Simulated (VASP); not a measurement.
# As2Se (I4_1/amd) in VASP: a series of runs, part 2 of 2

VASP 6.6.1.

**4. Single point, PBEsol**

Contents of INCAR:

```
SYSTEM = As2Se
PREC = Accurate
ENCUT = 520
EDIFF = 1E-6
ISMEAR = 0
SIGMA = 0.1
LREAL = .FALSE.
LASPH = .TRUE.
NELM = 60
ALGO = Normal
ISIF = 2
LWAVE = .FALSE.
LCHARG = .TRUE.
GGA = PS
LELF = .TRUE.
LVHAR = .TRUE.
NBANDS = 25
```

Contents of KPOINTS:

```
Automatic mesh
0
Gamma
  6 6 6
  0.5 0.5 0.5
```

Contents of POSCAR:

```
As2Se
1.0
   -3.5294180000      3.5294180000      2.6535710000
    3.5294180000     -3.5294180000      2.6535710000
    3.5294180000      3.5294180000     -2.6535710000
As Se
4 2
Direct
    0.8750000000      0.1250000000      0.7500000000
    0.3750000000      0.1250000000      0.2500000000
    0.8750000000      0.6250000000      0.7500000000
    0.8750000000      0.1250000000      0.2500000000
    0.5000000000      0.5000000000      0.0000000000
    0.2500000000      0.7500000000      0.5000000000
```

Potentials or basis: VASP PAW PBE potentials, release 64 (As, Se).

The run is started by

```bash
> cat potpaw_PBE.64/As/POTCAR potpaw_PBE.64/Se/POTCAR > POTCAR
> mpirun -np 1 vasp_std > vasp.out
```

OUTCAR:

```text
SYSTEM = As2Se
   PREC = Accurate
   ENCUT = 520
   EDIFF = 1E-6
   ISMEAR = 0
   LREAL = .FALSE.
   LASPH = .TRUE.
   NELM = 60
   ISIF = 2
   GGA = PS

 ion  position               nearest neighbor table
   1  0.875  0.125  0.750-   5 2.66   6 2.66   4 2.83   4 2.83   3 2.83   3 2.83
   2  0.375  0.125  0.250-   5 2.66   6 2.66   3 2.83   4 2.83   4 2.83   3 2.83
   3  0.875  0.625  0.750-   5 2.66   6 2.66   1 2.83   2 2.83   1 2.83   2 2.83
   4  0.875  0.125  0.250-   6 2.66   5 2.66   2 2.83   1 2.83   1 2.83   2 2.83
   5  0.500  0.500  0.000-   4 2.66   2 2.66   3 2.66   1 2.66
   6  0.250  0.750  0.500-   1 2.66   2 2.66   3 2.66   4 2.66

  LATTYP: Found a body centered tetragonal cell.
 ALAT       =     7.0588360000
 C/A-ratio  =     0.7518437884

  Lattice vectors:

 A1 = (  -3.5294180000,   3.5294180000,   2.6535710000)
 A2 = (   3.5294180000,  -3.5294180000,   2.6535710000)
 A3 = (   3.5294180000,   3.5294180000,  -2.6535710000)

Analysis of symmetry for initial positions (statically):
=====================================================================
 Subroutine PRICEL returns:
 Original cell was already a primitive cell.

 Routine SETGRP: Setting up the symmetry group for a
 body centered tetragonal supercell.

 Subroutine GETGRP returns: Found 16 space group operations
 (whereof  8 operations were pure point group operations)
 out of a pool of 16 trial point group operations.

The static configuration has the point symmetry D_2d.
 The point group associated with its full space group is D_4h.

Analysis of symmetry for dynamics (positions and initial velocities):
=====================================================================
 Subroutine PRICEL returns:
 Original cell was already a primitive cell.

 Routine SETGRP: Setting up the symmetry group for a
 body centered tetragonal supercell.

 Subroutine GETGRP returns: Found 16 space group operations
 (whereof  8 operations were pure point group operations)
 out of a pool of 16 trial point group operations.

The dynamic configuration has the point symmetry D_2d.
 The point group associated with its full space group is D_4h.

 Subroutine INISYM returns: Found 16 space group operations
 (whereof  8 operations are pure point group operations),
 and found     1 'primitive' translations

----------------------------------------------------------------------------------------

                                     Primitive cell

  volume of cell :     132.2199

  direct lattice vectors                    reciprocal lattice vectors
    -3.529418000  3.529418000  2.653571000     0.000000000  0.141666416  0.188425333
     3.529418000 -3.529418000  2.653571000     0.141666416  0.000000000  0.188425333
     3.529418000  3.529418000 -2.653571000     0.141666416  0.141666416  0.000000000

  length of vectors
     5.652877311  5.652877311  5.652877311     0.235740280  0.235740280  0.200346567

  position of ions in fractional coordinates (direct lattice)
     0.875000000  0.125000000  0.750000000
     0.375000000  0.125000000  0.250000000
     0.875000000  0.625000000  0.750000000
     0.875000000  0.125000000  0.250000000
     0.500000000  0.500000000  0.000000000
     0.250000000  0.750000000  0.500000000

  ion indices of the primitive-cell ions
   primitive index   ion index
                 1           1
[... 29 lines left out ...]

 Found     28 irreducible k-points:

 Following reciprocal coordinates:
            Coordinates               Weight
  0.083333  0.083333  0.083333      8.000000
  0.250000  0.083333  0.083333     16.000000
  0.416667  0.083333  0.083333      8.000000
 -0.083333  0.083333  0.083333      4.000000
  0.250000  0.250000  0.083333      8.000000
  0.416667  0.250000  0.083333     16.000000
[... 16 lines left out ...]
 -0.250000  0.416667  0.250000      8.000000
 -0.416667 -0.416667  0.250000      8.000000
 [... further k-points ...]
   k-points           NKPTS =     28   k-points in BZ     NKDIM =     28   number of bands    NBANDS=     25
   number of dos      NEDOS =    301   number of ions     NIONS =      6
   total plane-waves  NPLWV =  74088
   dimension x,y,z NGX =    42 NGY =   42 NGZ =   42
   dimension x,y,z NGXF=    84 NGYF=   84 NGZF=   84
   ions per type =               4   2
   NGX,Y,Z   is equivalent  to a cutoff of  12.35, 12.35, 12.35 a.u.
   NGXF,Y,Z  is equivalent  to a cutoff of  24.70, 24.70, 24.70 a.u.
 SYSTEM =  As2Se
   PREC   = accura    normal or accurate (medium, high low for compatibility)
   ISTART =      0    job   : 0-new  1-cont  2-samecut
   ICHARG =      2    charge: 1-file 2-atom 10-const
   ISPIN  =      1    spin polarized calculation?
   LNONCOLLINEAR =      F non collinear calculations
   LSORBIT =      F    spin-orbit coupling
   LASPH  =      T    aspherical Exc in radial PAW
   ENCUT  =  520.0 eV  38.22 Ry    6.18 a.u.  10.51 10.51 10.51*2*pi/ulx,y,z
   NELM   =     60;   NELMIN=  2; NELMDL= -5     # of ELM steps
   EDIFF  = 0.1E-05   stopping-criterion for ELM
   LREAL  =      F    real-space projection
   EDIFFG = 0.1E-04   stopping-criterion for IOM
   NSW    =      0    number of steps for IOM
   IBRION =     -1    ionic relax: 0-MD 1-quasi-New 2-CG
   NFREE  =      0    steps in history (QN), initial steepest desc. (CG)
   ISIF   =      2    stress and relaxation
   ISYM   =      2    0-nonsym 1-usesym 2-fastsym
   POTIM  = 0.5000    time-step for ionic-motion
   TEBEG  =    0.0;   TEEND  =   0.0 temperature during run
   PSTRESS=    0.0 pullay stress
   NELECT =      32.0000    total number of electrons
   NUPDOWN=      -1.0000    fix difference up-down
   EMIN   =  10.00;   EMAX   =-10.00  energy-range for DOS
   EFERMI =   0.00;   METHOD = LEGACY
   ISMEAR =     0;   SIGMA  =   0.10  broadening in eV -4-tet -1-fermi 0-gaus
   EFERMI_NEDOS =   21; number of points for ismear=-14 and -15
   IALGO  =     38    algorithm
   IMIX   =      4    mixing-type and parameters
     AMIX     =   0.40;   BMIX     =  1.00
     AMIX_MAG =   1.60;   BMIX_MAG =  1.00
  volume/ion in A,a.u.               =      22.04       148.71
  Fermi-wavevector in a.u.,A,eV,Ry     =   1.020217  1.927930 14.161523  1.040843
  Thomas-Fermi vector in A             =   2.153774
   LORBIT       =      0    0 simple, 1 ext, 2 COOP (PROOUT), +10 PAW based schemes
   GGA     = PS    functional components
   LHFCALC =     F    Hartree Fock is set to
   AEXX    =    0.0000 exact exchange contribution
   IVDW    =     0    specifies the selected vdW correction
   LEPSILON=     F    determine dielectric tensor
   LRPA    =     F    only Hartree local field effects (RPA)
 non-spin polarized calculation
 Gauss-broadening in eV      SIGMA  =   0.10
  energy-cutoff  :      520.00
  volume of cell :      132.22
 maximum number of plane-waves:      3590
 NGX is ok and might be reduce to    42
   NGX = 21   NGY = 21   NGZ = 21

 number of electron      31.9999999 magnetization

 Free energy of the ion-electron system (eV)
  ---------------------------------------------------
  ext. energy  EPLUGINS =         0.00000000
  ---------------------------------------------------
  free energy    TOTEN  =       -27.87310926 eV

  energy without entropy =      -27.86583562  energy(sigma->0) =      -27.86947244

 E-fermi :   4.7753     XC(G=0): -10.0817

 val. band max:        4.7081192046   @ k =  -0.4167   0.4167   0.0833
 cond. band min:       4.7854707735   @ k =   0.4167   0.2500   0.0833
 fundamental gap:      0.0773515689
 Fermi energy:         4.7753242035

 k-point     1 :       0.0833    0.0833    0.0833
  band No.  band energies     occupation
      1     -10.1740      2.00000
      2      -8.4096      2.00000
      3      -6.3143      2.00000
      4      -6.0487      2.00000
      5      -5.5354      2.00000
      6      -4.1854      2.00000
[... 661 lines left out ...]
     24       9.0041      0.00000
     25      10.8869      0.00000

 [... further k-points ...]
[... 5 lines left out ...]
  --------------------------------------------------------------------------------------
  -------------------------------------------------------------------------------------
  Total       -2.4581355     -2.4581355     -2.5326961      0.0000000     -0.0000000      0.0000000
  in kB      -29.7865014    -29.7865014    -30.6899911      0.0000000     -0.0000000      0.0000000
  external PRESSURE =     -30.0876647 kB  Pullay stress =       0.0000000 kB

 VOLUME and BASIS-vectors are now :
 -----------------------------------------------------------------------------
  energy-cutoff  :      520.00
  volume of cell :      132.22
      direct lattice vectors                 reciprocal lattice vectors
    -3.529418000  3.529418000  2.653571000     0.000000000  0.141666416  0.188425333
     3.529418000 -3.529418000  2.653571000     0.141666416  0.000000000  0.188425333
     3.529418000  3.529418000 -2.653571000     0.141666416  0.141666416  0.000000000

 POSITION                                       TOTAL-FORCE (eV/Angst)
 -----------------------------------------------------------------------------------
      0.00000      5.29413      0.66339        -0.000000     -0.000000     -0.000000
     -0.00000      1.76471      0.66339        -0.000000     -0.000000     -0.000000
      1.76471      3.52942      1.99018        -0.000000     -0.000000     -0.000000
     -1.76471      3.52942      1.99018        -0.000000     -0.000000     -0.000000
      0.00000      0.00000      2.65357         0.000000      0.000000     -0.000000
      3.52942     -0.00000      1.32679        -0.000000      0.000000      0.000000
 -----------------------------------------------------------------------------------
    total drift:                               -0.000000      0.000000     -0.000000

  FREE ENERGIE OF THE ION-ELECTRON SYSTEM (eV)
  ---------------------------------------------------
  free  energy   TOTEN  =       -27.8731092631 eV

  energy  without entropy=      -27.8658356212  energy(sigma->0) =      -27.86947244
```

Wall time 57 s (1 thread of Intel Xeon Platinum 8488C (Sapphire Rapids), shared host); peak memory 0.28 GiB.

Results:

```yaml
Free_energy: -27.8731 eV
Pressure: -3.0 GPa
Band_gap_on_the_k_mesh: zero (band 16 reaches 4.79 eV, above the bottom of band 17 at 4.71 eV)
```

Caveat: the PAW data sets were made with another functional, which shifts forces and pressure a little.

**5. The runs side by side**

```tsv
level	k mesh	gap on the mesh (eV)	pressure (GPa)
PBEsol	12 × 12 × 12	none	-3.2
r2SCAN	8 × 8 × 8	none	-1.7
PBEsol	6 × 6 × 6, shifted	none	-3.0
```

Alike in all rows: task single point; potentials or basis VASP PAW PBE potentials, release 64 (As, Se); no spin polarisation; cell as given; cutoff (eV) 520; smearing gaussian 0.1 eV.

Every run on the cell as given and a fine mesh finds a metal. The pressure there spans -3.2 GPa (PBEsol) to -1.7 GPa (r2SCAN); a positive pressure means that this level wants a larger cell, a negative one a smaller.

Caveats: the PAW data sets were made with another functional, which shifts forces and pressure a little.

Absolute energies hang on the potentials; compare differences alone.
